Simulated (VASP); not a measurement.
# LiF in VASP: a series of runs

The runs below take LiF through single point, with r2SCAN.

Program: VASP 6.6.1. These are calculated values, not measurements. Logs are shortened: lines on timing, memory, paths and dates and some standing lists are left out, and cuts for length are marked.

### 1 The cell of the first run

The structure is tetragonal, space group I4/mmm (No. 139). Conventional cell: a = 2.821 Å, b = 2.821 Å, c = 4.061 Å, α = 90.00°, β = 90.00°, γ = 90.00°. Within 2.6 Å of Li (site symmetry 4/mmm) lie 6 F at 1.99 to 2.03 Å. F (site symmetry 4/mmm) has 6 Li at 1.99 to 2.03 Å within 2.6 Å.

### 2 Single point, r2SCAN (uniaxial x strain +1.8%)

Contents of POSCAR:

```
LiF
1.0
    0.0000000000      1.9948717406      1.9948717406
    2.0305799447      0.0000000000      1.9948717406
    2.0305799447      1.9948717406      0.0000000000
Li F
1 1
Direct
    0.0000000000      0.0000000000      0.0000000000
    0.5000000000      0.5000000000      0.5000000000
```

Contents of INCAR.step1:

```
SYSTEM = LiF
  PREC = Accurate
  ENCUT = 520
  ISMEAR = 0
  SIGMA = 0.01
  LREAL = .FALSE.
  LASPH = .TRUE.
  NELM = 80
  NBANDS = 12
  GGA = PE
  ALGO = Normal
  EDIFF = 1E-4
  LWAVE = .TRUE.
  LCHARG = .FALSE.
```

Contents of INCAR.step2:

```
SYSTEM = LiF
  PREC = Accurate
  ENCUT = 520
  EDIFF = 1E-6
  ISMEAR = 0
  SIGMA = 0.01
  LREAL = .FALSE.
  LASPH = .TRUE.
  NELM = 80
  ALGO = Normal
  ISIF = 2
  LWAVE = .FALSE.
  LCHARG = .FALSE.
  METAGGA = R2SCAN
  LMIXTAU = .TRUE.
  NBANDS = 12
  ISTART = 1
```

Contents of KPOINTS:

```
Automatic mesh
0
G
  10 10 10
  0 0 0
```

Potentials or basis: VASP PAW PBE potentials, release 64 (Li_sv, F).

The run is started by

```bash
> cat potpaw_PBE.64/Li_sv/POTCAR potpaw_PBE.64/F/POTCAR > POTCAR
> cp INCAR.step1 INCAR
> mpirun -np 1 vasp_std > vasp.out
> cp INCAR.step2 INCAR
> mpirun -np 1 vasp_std > vasp.out
```

OUTCAR:

```text
SYSTEM = LiF
   PREC = Accurate
   ENCUT = 520
   EDIFF = 1E-6
   ISMEAR = 0
   LREAL = .FALSE.
   LASPH = .TRUE.
   NELM = 80
   ISIF = 2
   METAGGA = R2SCAN
   ISTART = 1

 ion  position               nearest neighbor table
   1  0.000  0.000  0.000-   2 1.99   2 1.99   2 1.99   2 1.99   2 2.03   2 2.03
   2  0.500  0.500  0.500-   1 1.99   1 1.99   1 1.99   1 1.99   1 2.03   1 2.03

  LATTYP: Found a body centered tetragonal cell.
 ALAT       =     2.8211746708
 C/A-ratio  =     1.4395279851

  Lattice vectors:

 A1 = (   2.0305799447,   0.0000000000,   1.9948717406)
 A2 = (   2.0305799447,   0.0000000000,  -1.9948717406)
 A3 = (  -2.0305799447,   1.9948717406,   0.0000000000)

Analysis of symmetry for initial positions (statically):
=====================================================================
 Subroutine PRICEL returns:
 Original cell was already a primitive cell.

 Routine SETGRP: Setting up the symmetry group for a
 body centered tetragonal supercell.

 Subroutine GETGRP returns: Found 16 space group operations
 (whereof 16 operations were pure point group operations)
 out of a pool of 16 trial point group operations.

The static configuration has the point symmetry D_4h.

Analysis of symmetry for dynamics (positions and initial velocities):
=====================================================================
 Subroutine PRICEL returns:
 Original cell was already a primitive cell.

 Routine SETGRP: Setting up the symmetry group for a
 body centered tetragonal supercell.

 Subroutine GETGRP returns: Found 16 space group operations
 (whereof 16 operations were pure point group operations)
 out of a pool of 16 trial point group operations.

The dynamic configuration has the point symmetry D_4h.

 Subroutine INISYM returns: Found 16 space group operations
 (whereof 16 operations are pure point group operations),
 and found     1 'primitive' translations

----------------------------------------------------------------------------------------

                                     Primitive cell

  volume of cell :      16.1614

  direct lattice vectors                    reciprocal lattice vectors
     0.000000000  1.994871741  1.994871741    -0.246235073  0.250642680  0.250642680
     2.030579945  0.000000000  1.994871741     0.246235073 -0.250642680  0.250642680
     2.030579945  1.994871741  0.000000000     0.246235073  0.250642680 -0.250642680

  length of vectors
     2.821174671  2.846536171  2.846536171     0.431596128  0.431596128  0.431596128

  position of ions in fractional coordinates (direct lattice)
     0.000000000  0.000000000  0.000000000
     0.500000000  0.500000000  0.500000000

  ion indices of the primitive-cell ions
   primitive index   ion index
                 1           1
                 2           2

----------------------------------------------------------------------------------------

 KPOINTS: Automatic mesh

Automatic generation of k-mesh.
 Grid dimensions read from file:
 generate k-points for:   10   10   10

 Generating k-lattice:

  Cartesian coordinates                     Fractional coordinates (reciprocal lattice)
    -0.024623507  0.025064268  0.025064268     0.100000000 -0.000000000 -0.000000000
     0.024623507 -0.025064268  0.025064268     0.000000000  0.100000000  0.000000000
     0.024623507  0.025064268 -0.025064268     0.000000000  0.000000000  0.100000000

  Length of vectors
     0.043159613  0.043159613  0.043159613

  Shift w.r.t. Gamma in fractional coordinates (k-lattice)
     0.000000000  0.000000000  0.000000000

 Subroutine IBZKPT returns following result:
 ===========================================

 Found    102 irreducible k-points:

 Following reciprocal coordinates:
            Coordinates               Weight
  0.000000  0.000000  0.000000      1.000000
  0.100000  0.000000  0.000000      8.000000
  0.200000  0.000000  0.000000      8.000000
  0.300000  0.000000  0.000000      8.000000
  0.400000  0.000000  0.000000      8.000000
  0.500000  0.000000  0.000000      4.000000
[... 16 lines left out ...]
  0.300000  0.300000  0.000000      4.000000
  0.400000  0.300000  0.000000     16.000000
 [... further k-points ...]
   k-points           NKPTS =    102   k-points in BZ     NKDIM =    102   number of bands    NBANDS=     12
   number of dos      NEDOS =    301   number of ions     NIONS =      2
   total plane-waves  NPLWV =  13824
   dimension x,y,z NGX =    24 NGY =   24 NGZ =   24
   dimension x,y,z NGXF=    48 NGYF=   48 NGZF=   48
   ions per type =               1   1
   NGX,Y,Z   is equivalent  to a cutoff of  14.14, 14.02, 14.02 a.u.
   NGXF,Y,Z  is equivalent  to a cutoff of  28.29, 28.03, 28.03 a.u.
 SYSTEM =  LiF
   PREC   = accura    normal or accurate (medium, high low for compatibility)
   ISTART =      1    job   : 0-new  1-cont  2-samecut
   ICHARG =      0    charge: 1-file 2-atom 10-const
   ISPIN  =      1    spin polarized calculation?
   LNONCOLLINEAR =      F non collinear calculations
   LSORBIT =      F    spin-orbit coupling
   LASPH  =      T    aspherical Exc in radial PAW
   ENCUT  =  520.0 eV  38.22 Ry    6.18 a.u.   5.25  5.29  5.29*2*pi/ulx,y,z
   NELM   =     80;   NELMIN=  2; NELMDL=  0     # of ELM steps
   EDIFF  = 0.1E-05   stopping-criterion for ELM
   LREAL  =      F    real-space projection
   EDIFFG = 0.1E-04   stopping-criterion for IOM
   NSW    =      0    number of steps for IOM
   IBRION =     -1    ionic relax: 0-MD 1-quasi-New 2-CG
   NFREE  =      0    steps in history (QN), initial steepest desc. (CG)
   ISIF   =      2    stress and relaxation
   ISYM   =      2    0-nonsym 1-usesym 2-fastsym
   POTIM  = 0.5000    time-step for ionic-motion
   TEBEG  =    0.0;   TEEND  =   0.0 temperature during run
   PSTRESS=    0.0 pullay stress
   NELECT =      10.0000    total number of electrons
   NUPDOWN=      -1.0000    fix difference up-down
   EMIN   =  10.00;   EMAX   =-10.00  energy-range for DOS
   EFERMI =   0.00;   METHOD = LEGACY
   ISMEAR =     0;   SIGMA  =   0.01  broadening in eV -4-tet -1-fermi 0-gaus
   EFERMI_NEDOS =   21; number of points for ismear=-14 and -15
   IALGO  =     38    algorithm
   IMIX   =      4    mixing-type and parameters
     AMIX     =   0.40;   BMIX     =  1.00
     AMIX_MAG =   1.60;   BMIX_MAG =  1.00
  volume/ion in A,a.u.               =       8.08        54.53
  Fermi-wavevector in a.u.,A,eV,Ry     =   1.395023  2.636212 26.478165  1.946090
  Thomas-Fermi vector in A             =   2.518516
   LORBIT       =      0    0 simple, 1 ext, 2 COOP (PROOUT), +10 PAW based schemes
   METAGGA = R2SCAN    functional components
   LHFCALC =     F    Hartree Fock is set to
   AEXX    =    0.0000 exact exchange contribution
   IVDW    =     0    specifies the selected vdW correction
   LEPSILON=     F    determine dielectric tensor
   LRPA    =     F    only Hartree local field effects (RPA)
 non-spin polarized calculation
 Gauss-broadening in eV      SIGMA  =   0.01
  energy-cutoff  :      520.00
  volume of cell :       16.16
 maximum number of plane-waves:       448
 NGX is ok and might be reduce to    24
   NGX = 11   NGY = 11   NGZ = 11

 number of electron       9.9999993 magnetization

 Free energy of the ion-electron system (eV)
  ---------------------------------------------------
  ext. energy  EPLUGINS =         0.00000000
  ---------------------------------------------------
  free energy    TOTEN  =       -11.90047808 eV

  energy without entropy =      -11.90047808  energy(sigma->0) =      -11.90047808

 E-fermi :  -1.3346     XC(G=0): -10.6017

 val. band max:       -1.5479137593   @ k =   0.0000   0.0000   0.0000
 cond. band min:       8.8002685492   @ k =   0.0000   0.0000   0.0000
 fundamental gap:     10.3481823085
 Fermi energy:        -1.3346058685

 k-point     1 :       0.0000    0.0000    0.0000
  band No.  band energies     occupation
      1     -43.6185      2.00000
      2     -22.6998      2.00000
      3      -1.5878      2.00000
      4      -1.5878      2.00000
      5      -1.5479      2.00000
      6       8.8003      0.00000
      7      23.9247      0.00000
      8      24.0696      0.00000
      9      24.0696      0.00000
     10      24.3482      0.00000
     11      24.8206      0.00000
     12      24.8213      0.00000

 k-point     2 :       0.1000    0.0000    0.0000
  band No.  band energies     occupation
      1     -43.6128      2.00000
      2     -22.6621      2.00000
      3      -1.8584      2.00000
      4      -1.6092      2.00000
      5      -1.5878      2.00000
      6       9.0817      0.00000
      7      21.1761      0.00000
      8      22.8068      0.00000
      9      23.0942      0.00000
     10      25.3178      0.00000
     11      25.4708      0.00000
     12      25.8205      0.00000

 k-point     3 :       0.2000    0.0000    0.0000
  band No.  band energies     occupation
      1     -43.5980      2.00000
      2     -22.5612      2.00000
      3      -2.5425      2.00000
      4      -1.6643      2.00000
      5      -1.6602      2.00000
      6       9.7073      0.00000
      7      18.6356      0.00000
      8      21.2422      0.00000
      9      21.5850      0.00000
     10      26.5668      0.00000
     11      26.6903      0.00000
     12      26.8493      0.00000

 k-point     4 :       0.3000    0.0000    0.0000
  band No.  band energies     occupation
      1     -43.5794      2.00000
      2     -22.4310      2.00000
      3      -3.3092      2.00000
      4      -1.7461      2.00000
      5      -1.7301      2.00000
      6      10.2102      0.00000
      7      17.1842      0.00000
      8      19.9246      0.00000
      9      20.2754      0.00000
     10      28.1311      0.00000
     11      28.3972      0.00000
     12      28.4022      0.00000

 k-point     5 :       0.4000    0.0000    0.0000
  band No.  band energies     occupation
      1     -43.5644      2.00000
      2     -22.3214      2.00000
      3      -3.8840      2.00000
      4      -1.8134      2.00000
      5      -1.7814      2.00000
      6      10.3405      0.00000
      7      16.7321      0.00000
      8      19.0785      0.00000
      9      19.4239      0.00000
     10      29.7774      0.00000
     11      30.1652      0.00000
     12      30.2738      0.00000
[... 228 lines left out ...]
      1     -43.5600      2.00000
      2     -22.2530      2.00000
      3      -3.5727      2.00000
      4      -2.7507      2.00000
      5      -1.8448      2.00000
      6      11.5519      0.00000
      7      15.7392      0.00000
      8      19.4524      0.00000
      9      19.7291      0.00000
     10      28.8232      0.00000
     11      29.0597      0.00000
     12      29.9381      0.00000

 k-point    22 :      -0.2000    0.2000   -0.0000
  band No.  band energies     occupation
      1     -43.5739      2.00000
      2     -22.3712      2.00000
      3      -3.1565      2.00000
      4      -2.4716      2.00000
      5      -1.7027      2.00000
      6      10.9196      0.00000
      7      16.4978      0.00000
      8      19.9574      0.00000
      9      20.1914      0.00000
     10      26.9793      0.00000
     11      28.2207      0.00000
     12      30.2138      0.00000

 k-point    23 :       0.3000    0.3000    0.0000
  band No.  band energies     occupation
      1     -43.5676      2.00000
      2     -22.2882      2.00000
      3      -3.4734      2.00000
      4      -2.3090      2.00000
      5      -2.2179      2.00000
      6      12.0209      0.00000
      7      17.3625      0.00000
      8      19.3111      0.00000
      9      20.3679      0.00000
     10      20.6572      0.00000
     11      34.4400      0.00000
     12      35.0777      0.00000

 k-point    24 :       0.4000    0.3000    0.0000
  band No.  band energies     occupation
      1     -43.5565      2.00000
      2     -22.1787      2.00000
      3      -3.9043      2.00000
      4      -2.4920      2.00000
      5      -2.3523      2.00000
      6      12.8684      0.00000
      7      16.3014      0.00000
      8      18.7863      0.00000
      9      20.2632      0.00000
     10      21.2883      0.00000
     11      34.3737      0.00000
     12      34.9560      0.00000

 [... further k-points ...]

------------------------ aborting loop because EDIFF is reached ----------------------------------------

  FORCE on cell =-STRESS in cart. coord.  units (eV):
  Direction    XX          YY          ZZ          XY          YZ          ZX
  --------------------------------------------------------------------------------------
  -------------------------------------------------------------------------------------
  Total       -0.3152311     -0.1609153     -0.1609153      0.0000000      0.0000000     -0.0000000
  in kB      -31.2506881    -15.9524681    -15.9524681      0.0000000      0.0000000     -0.0000000
  external PRESSURE =     -21.0518747 kB  Pullay stress =       0.0000000 kB

 VOLUME and BASIS-vectors are now :
 -----------------------------------------------------------------------------
  energy-cutoff  :      520.00
  volume of cell :       16.16
      direct lattice vectors                 reciprocal lattice vectors
     0.000000000  1.994871741  1.994871741    -0.246235073  0.250642680  0.250642680
     2.030579945  0.000000000  1.994871741     0.246235073 -0.250642680  0.250642680
     2.030579945  1.994871741  0.000000000     0.246235073  0.250642680 -0.250642680

 POSITION                                       TOTAL-FORCE (eV/Angst)
 -----------------------------------------------------------------------------------
      0.00000      0.00000      0.00000         0.000000      0.000000     -0.000000
      2.03058      1.99487      1.99487         0.000000     -0.000000      0.000000
 -----------------------------------------------------------------------------------
    total drift:                               -0.000000     -0.000000      0.000000

  FREE ENERGIE OF THE ION-ELECTRON SYSTEM (eV)
  ---------------------------------------------------
  free  energy   TOTEN  =       -11.9004780791 eV

  energy  without entropy=      -11.9004780791  energy(sigma->0) =      -11.90047808
```

Run time: 61 s. Hardware: 1 thread of Intel Xeon 8259CL, shared host; peak memory 0.15 GiB.

What came out:

```
Free energy            : -11.9005 eV
Band gap on the k mesh : 10.35 eV
```

Caveat: the cell differs from its parent crystal (uniaxial x strain +1.8%); the cutoff is under 1.25 times the usual one of these potentials, so pressure, stress and relaxed cells hold a basis-set (Pulay) error; the PAW data sets were made with another functional, which shifts forces and pressure a little. A k mesh can miss the band edges.

### 3 Single point, r2SCAN (biaxial xy strain +2.6%)

Contents of POSCAR:

```
LiF
1.0
    0.0000000000      2.0459404571      1.9948717406
    2.0459404571      0.0000000000      1.9948717406
    2.0459404571      2.0459404571      0.0000000000
Li F
1 1
Direct
    0.0000000000      0.0000000000      0.0000000000
    0.5000000000      0.5000000000      0.5000000000
```

Contents of INCAR.step1:

```
SYSTEM = LiF
PREC = Accurate ; ENCUT = 520
ISMEAR = 0 ; SIGMA = 0.01
LREAL = .False. ; LASPH = .True.
NELM = 100 ; NBANDS = 12
GGA = PE ; ALGO = Normal
EDIFF = 1E-4 ; LWAVE = .True.
LCHARG = .False.
```

Contents of INCAR.step2:

```
SYSTEM = LiF
PREC = Accurate ; ENCUT = 520
EDIFF = 1E-6 ; ISMEAR = 0
SIGMA = 0.01 ; LREAL = .False.
LASPH = .True. ; NELM = 100
ALGO = Normal ; ISIF = 2
LWAVE = .False. ; LCHARG = .False.
METAGGA = R2SCAN ; LMIXTAU = .True.
NBANDS = 12 ; ISTART = 1
```

Contents of KPOINTS:

```
regular mesh
0
Gamma
  10 10 10
  0 0 0
```

Potentials or basis: VASP PAW PBE potentials, release 64 (Li_sv, F).

The run is started by

```bash
> cat potpaw_PBE.64/Li_sv/POTCAR potpaw_PBE.64/F/POTCAR > POTCAR
> cp INCAR.step1 INCAR
> mpirun -np 1 vasp_std > vasp.out
> cp INCAR.step2 INCAR
> mpirun -np 1 vasp_std > vasp.out
```

It took 68 s on 1 thread of Intel Xeon 8259CL, shared host; peak memory 0.15 GiB.

Results (log left out):

```yaml
Free_energy: -11.8904 eV
Band_gap_on_the_k_mesh: 10.03 eV
```

Levels at points of the mesh, in eV from the valence-band top:
```
           k point  band 3  band 4  band 5  band 6  band 7  band 8
(0.00, 0.00, 0.00)   -0.06    0.00    0.00   10.03   25.18   25.18
(0.50, 0.00, 0.00)   -2.44   -0.28   -0.23   11.69   17.83   19.99
(0.50, 0.50, 0.00)   -2.92   -1.04   -1.04   16.14   17.08   18.83
(0.50, 0.00, 0.50)   -2.93   -1.05   -0.89   15.66   17.44   18.78
```

Caveat: the cell differs from its parent crystal (biaxial xy strain +2.6%); the cutoff is under 1.25 times the usual one of these potentials, so pressure, stress and relaxed cells hold a basis-set (Pulay) error; the PAW data sets were made with another functional, which shifts forces and pressure a little. A k mesh can miss the band edges.

### 4 Single point, r2SCAN (strain along [111] +4.5%)

Contents of POSCAR:

```
LiF
1.0
    0.0601121351      2.0549838757      2.0549838757
    2.0549838757      0.0601121351      2.0549838757
    2.0549838757      2.0549838757      0.0601121351
Li F
1 1
Direct
    0.0000000000      0.0000000000      0.0000000000
    0.5000000000      0.5000000000      0.5000000000
```

Contents of INCAR.step1:

```
ALGO = Normal
EDIFF = 1E-4
ENCUT = 520
GGA = PE
ISMEAR = 0
LASPH = T
LCHARG = F
LREAL = F
LWAVE = T
NBANDS = 12
NELM = 80
PREC = Accurate
SIGMA = 0.01
```

Contents of INCAR.step2:

```
ALGO = Normal
EDIFF = 1E-6
ENCUT = 520
ISIF = 2
ISMEAR = 0
ISTART = 1
LASPH = T
LCHARG = F
LMIXTAU = T
LREAL = F
LWAVE = F
METAGGA = R2SCAN
NBANDS = 12
NELM = 80
PREC = Accurate
SIGMA = 0.01
```

Contents of KPOINTS:

```
k-points
0
Gamma
  10 10 10
```

The run is started by

```bash
> cat potpaw_PBE.64/Li_sv/POTCAR potpaw_PBE.64/F/POTCAR > POTCAR
> cp INCAR.step1 INCAR
> mpirun -np 1 vasp_std > vasp.out
> cp INCAR.step2 INCAR
> mpirun -np 1 vasp_std > vasp.out
```

Wall time 64 s (1 thread of Intel Xeon 8259CL, shared host); peak memory 0.15 GiB.

It converged, with:

```
Free energy            : -11.8852 eV
Band gap on the k mesh : 10.02 eV
```

Levels at points of the mesh, in eV from the valence-band top:
```tsv
k point	band 3	band 4	band 5	band 6	band 7	band 8
(0.00, 0.00, 0.00)	-0.25	0.00	0.00	10.02	24.30	25.23
(0.50, 0.00, 0.00)	-2.52	-0.42	-0.29	11.57	18.01	19.78
(0.50, 0.50, 0.00)	-3.02	-1.19	-0.94	15.78	17.25	18.85
(0.50, 0.50, 0.50)	-2.56	-0.19	-0.19	11.84	17.35	20.82
```

Caveat: the cell differs from its parent crystal (strain along [111] +4.5%); the cutoff is under 1.25 times the usual one of these potentials, so pressure, stress and relaxed cells hold a basis-set (Pulay) error; the PAW data sets were made with another functional, which shifts forces and pressure a little.

### 5 Summary

```csv
cell,gap on the mesh (eV)
"a = 2.821, b = 2.847, c = 2.847 Å, angles 59.4, 60.3, 60.3°, 2 atoms",10.35
"a = 2.858, b = 2.858, c = 2.893 Å, angles 59.6, 59.6, 60.8°, 2 atoms",10.03
"a = 2.907 Å, angles 58.1°, 2 atoms",10.02
```

Alike in all rows: task single point; level r2SCAN; potentials or basis VASP PAW PBE potentials, release 64 (Li_sv, F); no spin polarisation; k mesh 10 × 10 × 10; cutoff (eV) 520; smearing gaussian 0.01 eV.

Caveats: the cutoff is under 1.25 times the usual one of these potentials, so pressure, stress and relaxed cells hold a basis-set (Pulay) error; the PAW data sets were made with another functional, which shifts forces and pressure a little.

Absolute energies hang on the potentials; compare differences alone.
